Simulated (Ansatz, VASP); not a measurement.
One calculation of InSb, two programs

```xyz
2
Lattice="2.9844 0.0000 0.0000 0.0000 2.9844 0.0000 0.0000 0.0000 6.4019" Properties=species:S:1:pos:R:3 pbc="T T T"
In    0.0000    0.0000    0.0000
Sb    0.0000    0.0000    3.2010
```

Change from the starting cell: strain -0.030 along x and y, +0.030 along z, atoms carried along.

Alike in both runs: task single point; functional PBE; k mesh 16 × 16 × 8; occupations gaussian, width 0.15 eV; no spin polarisation.

|  | VASP | Ansatz |
| --- | --- | --- |
| version | VASP 6.6.1 | Ansatz 0.2.0 |
| potentials or method | VASP PAW PBE potentials, release 64 (In_d, Sb), cutoff 520 eV | scalar-relativistic, plane waves, PAW |
| valence electrons in the cell | 18 | 28 |

VASP gave:

```
gap on the k mesh at the Fermi level (eV)                     : none
pressure (GPa)                                                : 2.6
traceless stress, the component that is largest in VASP (GPa) : -4.42
```

Estimate Ansatz's values.

gap on the k mesh at the Fermi level (eV): none; pressure (GPa): 2.6; traceless stress, the component that is largest in VASP (GPa): -4.40.

A gap of «none» marks a metal or a gap that the smearing closes. The functional is the same, so the differences come from potentials, cutoffs and numerics. VASP's potentials hold 18 valence electrons a cell and Ansatz's 28, so a difference there can come from the potentials and not from the codes.

Neither program's run includes spin-orbit coupling.
